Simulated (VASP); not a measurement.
A run of VASP 6.6.1:

The input INCAR:

```
SYSTEM = GaSb
PREC = Accurate ; ENCUT = 520
EDIFF = 1E-6 ; ISMEAR = -1
SIGMA = 0.02 ; LREAL = .False.
LASPH = .True. ; NELM = 100
ALGO = Normal ; ISIF = 2
LWAVE = .False. ; LCHARG = .False.
GGA = PE ; NBANDS = 26
```

KPOINTS

```
Automatic mesh
0
Gamma
  12 12 4
  0 0 0
```

Contents of POSCAR:

```
GaSb
1.0
    3.9814330291      0.0000000000      0.0000000000
   -1.9907165145      3.4480221467      0.0000000000
    0.0000000000      0.0000000000      6.9476506707
Ga Sb
2 2
Direct
    0.0000000000      0.0000000000      0.0000000000
    0.0000000000      0.0000000000      0.5000000000
    0.3333333333      0.6666666667      0.2500000000
    0.6666666667      0.3333333333      0.7500000000
```

Potentials or basis: VASP PAW PBE potentials, release 64 (Ga_d, Sb).

Command:

```sh
$ cat potpaw_PBE.64/Ga_d/POTCAR potpaw_PBE.64/Sb/POTCAR > POTCAR
$ mpirun -np 1 vasp_std > vasp.out
```

Hardware: 1 thread of Intel Xeon 6975P-C, with other jobs on the host.

Task: How long does it take, and how much memory?

Result: Run time: 120 s on 1 thread of Intel Xeon 6975P-C (shared host), peak memory 0.29 GiB. Counts: scf iterations 11, k points 57.
